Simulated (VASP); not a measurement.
# HfN (Fm-3m) in VASP: notebook

HfN is run at these levels: PBE, r2SCAN, r2SCAN+D4, r2SCAN+D3(BJ); tasks: single point, relaxation of cell and atoms.

All numbers are computed with VASP 6.6.1; they aren't measurements. Logs are shortened: lines on timing, memory, paths and dates and some standing lists are left out, and cuts for length are marked.

### 1 The cell of the first run

Symmetry: Fm-3m, No. 225, cubic system. The conventional cell has a = 4.512 Å, b = 4.512 Å, c = 4.512 Å, α = 90.00°, β = 90.00°, γ = 90.00°. Hf (site symmetry m-3m) has 6 N at 2.26 Å within 3.0 Å. Within 3.0 Å of N (site symmetry m-3m) lie 6 Hf at 2.26 Å.

### 2 Single point, PBE

The input, INCAR:

```
SYSTEM = HfN
PREC     = Accurate       ! precision mode
ENCUT    = 600            ! plane-wave cutoff, eV
EDIFF    = 1E-6           ! SCF threshold, eV
ISMEAR   = 0              ! smearing method
SIGMA    = 0.05           ! smearing width, eV
LREAL    = .FALSE.        ! projectors in reciprocal space
LASPH    = .TRUE.         ! aspherical terms in the spheres
NELM     = 120            ! most SCF steps
ALGO     = Normal         ! electronic algorithm
ISIF     = 2              ! what is computed and relaxed
LWAVE    = .FALSE.        ! write WAVECAR
LCHARG   = .FALSE.        ! write CHGCAR
GGA      = PE             ! functional
NBANDS   = 14             ! bands
GGA_COMPAT= .FALSE.
```

The input, KPOINTS:

```
Automatic mesh
0
G
  10 10 10
  0 0 0
```

The input, POSCAR:

```
HfN
1.0
    3.1904658000      0.0000000000      0.0000000000
    1.5952329000      2.7630244327      0.0000000000
    1.5952329000      0.9210081442      2.6050044173
Hf N
1 1
Direct
    0.0000000000      0.0000000000      0.0000000000
    0.5000000000      0.5000000000      0.5000000000
```

Potentials or basis: VASP PAW PBE potentials, release 64 (Hf_pv, N).

Command:

```sh
> cat potpaw_PBE.64/Hf_pv/POTCAR potpaw_PBE.64/N/POTCAR > POTCAR
> mpirun -np 1 vasp_std > vasp.out
```

OUTCAR:

```text
SYSTEM = HfN
   PREC = Accurate
   ENCUT = 600
   EDIFF = 1E-6
   ISMEAR = 0
   LREAL = .FALSE.
   LASPH = .TRUE.
   NELM = 120
   ISIF = 2
   GGA = PE

 ion  position               nearest neighbor table
   1  0.000  0.000  0.000-   2 2.26   2 2.26   2 2.26   2 2.26   2 2.26   2 2.26
   2  0.500  0.500  0.500-   1 2.26   1 2.26   1 2.26   1 2.26   1 2.26   1 2.26

  LATTYP: Found a face centered cubic cell.
 ALAT       =     4.5120000046

  Lattice vectors:

 A1 = (   3.1904658000,   0.0000000000,   0.0000000000)
 A2 = (   1.5952329000,   2.7630244327,   0.0000000000)
 A3 = (   1.5952329000,   0.9210081442,   2.6050044173)

Analysis of symmetry for initial positions (statically):
=====================================================================
 Subroutine PRICEL returns:
 Original cell was already a primitive cell.

 Routine SETGRP: Setting up the symmetry group for a
 face centered cubic supercell.

 Subroutine GETGRP returns: Found 48 space group operations
 (whereof 48 operations were pure point group operations)
 out of a pool of 48 trial point group operations.

The static configuration has the point symmetry O_h .

Analysis of symmetry for dynamics (positions and initial velocities):
=====================================================================
 Subroutine PRICEL returns:
 Original cell was already a primitive cell.

 Routine SETGRP: Setting up the symmetry group for a
 face centered cubic supercell.

 Subroutine GETGRP returns: Found 48 space group operations
 (whereof 48 operations were pure point group operations)
 out of a pool of 48 trial point group operations.

The dynamic configuration has the point symmetry O_h .

 Subroutine INISYM returns: Found 48 space group operations
 (whereof 48 operations are pure point group operations),
 and found     1 'primitive' translations

----------------------------------------------------------------------------------------

                                     Primitive cell

  volume of cell :      22.9640

  direct lattice vectors                    reciprocal lattice vectors
     3.190465800  0.000000000  0.000000000     0.313433857 -0.180961121 -0.127958836
     1.595232900  2.763024433  0.000000000     0.000000000  0.361922243 -0.127958836
     1.595232900  0.921008144  2.605004417     0.000000000  0.000000000  0.383876508

  length of vectors
     3.190465800  3.190465800  3.190465800     0.383876508  0.383876508  0.383876508

  position of ions in fractional coordinates (direct lattice)
     0.000000000  0.000000000  0.000000000
     0.500000000  0.500000000  0.500000000

  ion indices of the primitive-cell ions
   primitive index   ion index
                 1           1
                 2           2

[... 88 lines left out ...]
   IALGO  =     38    algorithm
   IMIX   =      4    mixing-type and parameters
     AMIX     =   0.40;   BMIX     =  1.00
     AMIX_MAG =   1.60;   BMIX_MAG =  1.00
  volume/ion in A,a.u.               =      11.48        77.48
  Fermi-wavevector in a.u.,A,eV,Ry     =   1.420440  2.684242 27.451783  2.017649
  Thomas-Fermi vector in A             =   2.541355
   LORBIT       =      0    0 simple, 1 ext, 2 COOP (PROOUT), +10 PAW based schemes
   GGA     = PE    functional components
   LHFCALC =     F    Hartree Fock is set to
   AEXX    =    0.0000 exact exchange contribution
   IVDW    =     0    specifies the selected vdW correction
   LEPSILON=     F    determine dielectric tensor
   LRPA    =     F    only Hartree local field effects (RPA)
 non-spin polarized calculation
 Gauss-broadening in eV      SIGMA  =   0.05
  energy-cutoff  :      600.00
  volume of cell :       22.96
 maximum number of plane-waves:       785
 NGX is ok and might be reduce to    28
   NGX = 13   NGY = 13   NGZ = 13

 number of electron      15.0000002 magnetization

 Free energy of the ion-electron system (eV)
  ---------------------------------------------------
  ext. energy  EPLUGINS =         0.00000000
  ---------------------------------------------------
  free energy    TOTEN  =       -21.74761704 eV

  energy without entropy =      -21.74651097  energy(sigma->0) =      -21.74706400

 E-fermi :   8.4563     XC(G=0): -12.7533

 val. band max:        8.4153623553   @ k =  -0.4000   0.3000   0.0000
 cond. band min:       8.4707448540   @ k =  -0.1000   0.1000   0.0000
 fundamental gap:      0.0553824987
 Fermi energy:         8.4563450078

 k-point     1 :       0.0000    0.0000    0.0000
  band No.  band energies     occupation
      1     -22.7099      2.00000
      2     -22.7099      2.00000
      3     -22.7099      2.00000
      4      -9.1187      2.00000
      5       5.3816      2.00000
      6       5.3816      2.00000
      7       5.3816      2.00000
      8       8.0744      2.00000
      9       8.0744      2.00000
     10       8.0744      2.00000
     11      10.2535      0.00000
     12      10.4021      0.00000
     13      10.4021      0.00000
     14      17.9966      0.00000
[... 377 lines left out ...]
      1     -23.3925      2.00000
      2     -22.9770      2.00000
      3     -22.9477      2.00000
      4      -7.7185      2.00000
      5       1.8031      2.00000
      6       3.7948      2.00000
      7       4.2788      2.00000
      8       5.9385      2.00000
      9      12.5284      0.00000
     10      13.0213      0.00000
     11      13.1933      0.00000
     12      13.2679      0.00000
     13      17.6131      0.00000
     14      19.8103      0.00000

 [... further k-points ...]

------------------------ aborting loop because EDIFF is reached ----------------------------------------

  FORCE on cell =-STRESS in cart. coord.  units (eV):
  Direction    XX          YY          ZZ          XY          YZ          ZX
  --------------------------------------------------------------------------------------
  -------------------------------------------------------------------------------------
  Total        0.5861867      0.5861867      0.5861867     -0.0000000     -0.0000000      0.0000000
  in kB       40.8977355     40.8977355     40.8977355     -0.0000000     -0.0000000      0.0000000
  external PRESSURE =      40.8977355 kB  Pullay stress =       0.0000000 kB

 VOLUME and BASIS-vectors are now :
 -----------------------------------------------------------------------------
  energy-cutoff  :      600.00
  volume of cell :       22.96
      direct lattice vectors                 reciprocal lattice vectors
     3.190465800  0.000000000  0.000000000     0.313433857 -0.180961121 -0.127958836
     1.595232900  2.763024433  0.000000000     0.000000000  0.361922243 -0.127958836
     1.595232900  0.921008144  2.605004417     0.000000000  0.000000000  0.383876508

 POSITION                                       TOTAL-FORCE (eV/Angst)
 -----------------------------------------------------------------------------------
      0.00000      0.00000      0.00000         0.000000      0.000000      0.000000
      3.19047      1.84202      1.30250        -0.000000     -0.000000      0.000000
 -----------------------------------------------------------------------------------
    total drift:                                0.000000      0.000000      0.000000

  FREE ENERGIE OF THE ION-ELECTRON SYSTEM (eV)
  ---------------------------------------------------
  free  energy   TOTEN  =       -21.7476170413 eV

  energy  without entropy=      -21.7465109654  energy(sigma->0) =      -21.74706400
```

Run time: 11 s. Hardware: 1 thread of Intel Xeon 6975P-C (Granite Rapids), shared host; peak memory 0.17 GiB.

Results:

```
Free energy            : -21.7476 eV
Pressure               : 4.1 GPa
Band gap on the k mesh : zero (an odd number of electrons rules out a gap without spin polarisation)
```

Levels at points of the mesh, in eV from the Fermi level:
```
           k point  band 6  band 7  band 8  band 9  band 10  band 11
(0.00, 0.00, 0.00)   -3.07   -3.07   -0.38   -0.38    -0.38     1.80
(0.50, 0.00, 0.00)   -6.24   -6.24    3.26    3.69     3.69     4.41
(0.50, 0.50, 0.00)   -3.86   -3.74   -3.74    4.09     5.52     5.52
```

Caveat: the cell stands under pressure; spin-orbit coupling is left out, which moves the levels of the heavy elements.

### 3 Single point, r2SCAN

This run uses another cell than the first one, of 11.59 Å³/atom.

The input, POSCAR:

```
HfN
1.0
    0.0000000000      2.2628944396      2.2628944396
    2.2628944396      0.0000000000      2.2628944396
    2.2628944396      2.2628944396      0.0000000000
Hf N
1 1
Direct
    0.0000000000      0.0000000000      0.0000000000
    0.5000000000      0.5000000000      0.5000000000
```

The input, INCAR.step1:

```
SYSTEM = HfN
ALGO = Normal
EDIFF = 1E-5
ENCUT = 660
GGA = PE
GGA_COMPAT = .False.
ISMEAR = -1
LASPH = .True.
LCHARG = .False.
LREAL = .False.
LWAVE = .True.
NBANDS = 14
NELM = 120
PREC = Accurate
SIGMA = 0.05
```

The input, INCAR.step2:

```
SYSTEM = HfN
ALGO = Normal
EDIFF = 1E-6
ENCUT = 660
GGA_COMPAT = .False.
ISIF = 2
ISMEAR = -1
ISTART = 1
LASPH = .True.
LCHARG = .False.
LMIXTAU = .True.
LREAL = .False.
LWAVE = .False.
METAGGA = R2SCAN
NBANDS = 14
NELM = 120
PREC = Accurate
SIGMA = 0.05
```

The input, KPOINTS:

```
k-points
0
Gamma
  10 10 10
  0 0 0
```

Potentials or basis: VASP PAW PBE potentials, release 64 (Hf_pv, N).

Command:

```sh
> cat potpaw_PBE.64/Hf_pv/POTCAR potpaw_PBE.64/N/POTCAR > POTCAR
> cp INCAR.step1 INCAR
> mpirun -np 1 vasp_std > vasp.out
> cp INCAR.step2 INCAR
> mpirun -np 1 vasp_std > vasp.out
```

OUTCAR:

```text
SYSTEM = HfN
   EDIFF = 1E-6
   ENCUT = 660
   ISIF = 2
   ISMEAR = -1
   ISTART = 1
   LASPH = .True.
   LREAL = .False.
   METAGGA = R2SCAN
   NELM = 120
   PREC = Accurate

 ion  position               nearest neighbor table
   1  0.000  0.000  0.000-   2 2.26   2 2.26   2 2.26   2 2.26   2 2.26   2 2.26
   2  0.500  0.500  0.500-   1 2.26   1 2.26   1 2.26   1 2.26   1 2.26   1 2.26

  LATTYP: Found a face centered cubic cell.
 ALAT       =     4.5257888792

  Lattice vectors:

 A1 = (   0.0000000000,   2.2628944396,   2.2628944396)
 A2 = (   2.2628944396,   0.0000000000,   2.2628944396)
 A3 = (   2.2628944396,   2.2628944396,   0.0000000000)

Analysis of symmetry for initial positions (statically):
=====================================================================
 Subroutine PRICEL returns:
 Original cell was already a primitive cell.

 Routine SETGRP: Setting up the symmetry group for a
 face centered cubic supercell.

 Subroutine GETGRP returns: Found 48 space group operations
 (whereof 48 operations were pure point group operations)
 out of a pool of 48 trial point group operations.

The static configuration has the point symmetry O_h .

[... 173 lines left out ...]
      6       5.0613      2.00000
      7       5.0613      2.00000
      8       8.1494      1.99875
      9       8.1494      1.99875
     10       8.1494      1.99875
     11      10.4855      0.00000
     12      10.4855      0.00000
     13      10.4983      0.00000
     14      18.5308      0.00000
[... 377 lines left out ...]
      1     -24.7263      2.00000
      2     -24.3237      2.00000
      3     -24.2955      2.00000
      4      -8.8339      2.00000
      5       1.4032      2.00000
      6       3.4951      2.00000
      7       3.9269      2.00000
      8       5.9220      2.00000
      9      12.5940      0.00000
     10      13.1512      0.00000
     11      13.2737      0.00000
     12      13.4571      0.00000
     13      18.0035      0.00000
     14      19.4395      0.00000

 [... further k-points ...]

------------------------ aborting loop because EDIFF is reached ----------------------------------------

  FORCE on cell =-STRESS in cart. coord.  units (eV):
  Direction    XX          YY          ZZ          XY          YZ          ZX
  --------------------------------------------------------------------------------------
  -------------------------------------------------------------------------------------
  Total       -0.3840308     -0.3840308     -0.3840308      0.0000000      0.0000000      0.0000000
  in kB      -26.5493396    -26.5493396    -26.5493396      0.0000000      0.0000000      0.0000000
  external PRESSURE =     -26.5493396 kB  Pullay stress =       0.0000000 kB

 VOLUME and BASIS-vectors are now :
 -----------------------------------------------------------------------------
  energy-cutoff  :      660.00
  volume of cell :       23.18
      direct lattice vectors                 reciprocal lattice vectors
     0.000000000  2.262894440  2.262894440    -0.220955954  0.220955954  0.220955954
     2.262894440  0.000000000  2.262894440     0.220955954 -0.220955954  0.220955954
     2.262894440  2.262894440  0.000000000     0.220955954  0.220955954 -0.220955954

 POSITION                                       TOTAL-FORCE (eV/Angst)
 -----------------------------------------------------------------------------------
      0.00000      0.00000      0.00000         0.000000     -0.000000     -0.000000
      2.26289      2.26289      2.26289        -0.000000      0.000000      0.000000
 -----------------------------------------------------------------------------------
    total drift:                                0.000000      0.000000      0.000000

  FREE ENERGIE OF THE ION-ELECTRON SYSTEM (eV)
  ---------------------------------------------------
  free  energy   TOTEN  =       -58.2297846857 eV

  energy  without entropy=      -58.2233034986  energy(sigma->0) =      -58.22654409
```

Wall time 43 s (1 thread of Intel Xeon 6975P-C (Granite Rapids), shared host); peak memory 0.18 GiB.

What came out:

```
Free energy            : -58.2298 eV
Pressure               : -2.7 GPa
Band gap on the k mesh : zero (an odd number of electrons rules out a gap without spin polarisation)
```

Levels at points of the mesh, in eV from the Fermi level:
| k point | band 5 | band 6 | band 7 | band 8 | band 9 | band 10 | band 11 | band 12 |
| --- | --- | --- | --- | --- | --- | --- | --- | --- |
| (0.00, 0.00, 0.00) | -3.46 | -3.46 | -3.46 | -0.37 | -0.37 | -0.37 | 1.97 | 1.97 |
| (0.50, 0.00, 0.00) | -9.35 | -6.66 | -6.66 | 3.33 | 3.72 | 3.72 | 4.55 | 8.98 |
| (0.50, 0.50, 0.00) | -5.97 | -4.17 | -4.17 | -3.90 | 4.08 | 5.49 | 5.49 | 5.71 |

Caveat: the PAW data sets were made with another functional, which shifts forces and pressure a little; spin-orbit coupling is left out, which moves the levels of the heavy elements.

[end of part 1 of 3]
